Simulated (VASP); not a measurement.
## Sn4S: single point with PBE

Crystal: Sn4S.

```
Sn S
1.0
     4.11923    0.00000    0.00000
     0.00000    4.11923    0.00000
     0.00000    0.00000    8.96275
Sn S
4 1
Direct
  0.00000 0.50000 0.31621
  0.50000 0.00000 0.31621
  0.00000 0.50000 0.68379
  0.50000 0.00000 0.68379
  0.00000 0.00000 0.00000
```

| Item | Value |
| --- | --- |
| Program | VASP 6.6.1 |
| Task | single point |
| Functional | PBE |
| Potentials or basis | VASP PAW PBE potentials, release 64 (Sn_d, S) |
| Cutoff | 520 eV |
| k mesh | 4 × 4 × 2 |
| Occupations | gaussian, width 0.1 eV |
| Spin | no spin polarisation |
| Dipole correction | no |
| Further INCAR settings | ALGO = Normal; EDIFF = 1e-06; NBANDS = 39 |

```yaml
Pressure: 0.2 GPa
Largest_force: 0.650 eV/Å
Band_gap_on_the_k_mesh: zero (band 31 reaches 6.50 eV, above the bottom of band 32 at 4.35 eV)
```

Forces on the atoms (eV/Å):
```
Sn   0.000  0.000 -0.650
Sn   0.000  0.000 -0.650
Sn   0.000  0.000  0.650
Sn   0.000  0.000  0.650
S    0.000  0.000  0.000
```

Stress tensor (GPa, compression positive):
```
 4.43  0.00  0.00
 0.00  4.43  0.00
 0.00  0.00 -8.38
```

Levels at points of the mesh, in eV from the Fermi level:
```
           k point  band 28  band 29  band 30  band 31  band 32  band 33  band 34  band 35
(0.00, 0.00, 0.00)    -1.80    -1.19    -0.79    -0.79    -0.20    -0.20     2.12     2.73
(0.50, 0.00, 0.00)    -0.83    -0.49     0.29     1.18     1.47     2.06     2.12     2.17
(0.50, 0.50, 0.00)    -4.05    -3.59    -2.03    -2.03    -0.48     1.03     1.03     3.09
(0.00, 0.00, 0.50)    -1.25    -1.23    -1.23     0.02     0.12     0.12     0.43     3.04
(0.50, 0.00, 0.50)    -1.13    -0.45     0.93     1.17     1.20     2.09     2.32     2.40
(0.50, 0.50, 0.50)    -3.62    -3.44    -1.38    -1.38    -0.98    -0.25    -0.25     3.97
```

It took 50 s on 1 thread of Intel(R) Xeon(R) Platinum 8488C (Sapphire Rapids), with other jobs on the host, peak memory 0.27 GiB.

Caveat: the k points lie up to 0.38 Å⁻¹ apart; spin-orbit coupling is left out, which moves the levels of the heavy elements.
